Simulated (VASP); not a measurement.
## Y2SiF2: single point with PBE

Y2SiF2:

```
Y Si F
1.0
     4.07365    0.00000    0.00000
    -2.03682    3.52788    0.00000
     0.00000    0.00000    6.60058
Y Si F
2 1 2
Direct
  0.33333 0.66667 0.74405
  0.66667 0.33333 0.25595
  0.00000 0.00000 0.50000
  0.33333 0.66667 0.09853
  0.66667 0.33333 0.90147
```

- Program: VASP 6.6.1
- Task: single point
- Functional: PBE
- Potentials or basis: VASP PAW PBE potentials, release 64 (Y_sv, Si, F)
- Cutoff: 520 eV
- k mesh: 6 × 6 × 4
- Occupations: gaussian, width 0.1 eV
- Spin: no spin polarisation

```
Pressure               : -0.3 GPa
Largest force          : 0.017 eV/Å
Band gap on the k mesh : 0.15 eV, indirect (least direct gap 0.66 eV)
```

Forces on the atoms (eV/Å):
```
Y    0.000  0.000 -0.007
Y    0.000  0.000  0.007
Si   0.000  0.000  0.000
F    0.000  0.000  0.017
F    0.000  0.000 -0.017
```

Stress tensor (GPa, compression positive):
```
-0.36  0.00  0.00
 0.00 -0.36  0.00
 0.00  0.00 -0.25
```

Levels at points of the mesh, in eV from the valence-band top:
```tsv
k point	band 18	band 19	band 20	band 21	band 22	band 23
(0.00, 0.00, 0.00)	-1.94	-0.08	-0.08	0.96	1.56	1.56
(0.50, 0.00, 0.00)	-2.49	-1.13	-0.51	0.15	2.62	3.23
(0.00, 0.00, 0.50)	-2.33	0.00	0.00	1.40	1.71	1.71
(0.50, 0.00, 0.50)	-2.16	-1.30	-0.54	0.60	2.50	3.44
```

Run time: 82 s on 1 thread of AMD EPYC 7R43 64-Core Processor (Zen 3), on a shared host, peak memory 0.2 GiB.

A k mesh can miss the band edges.
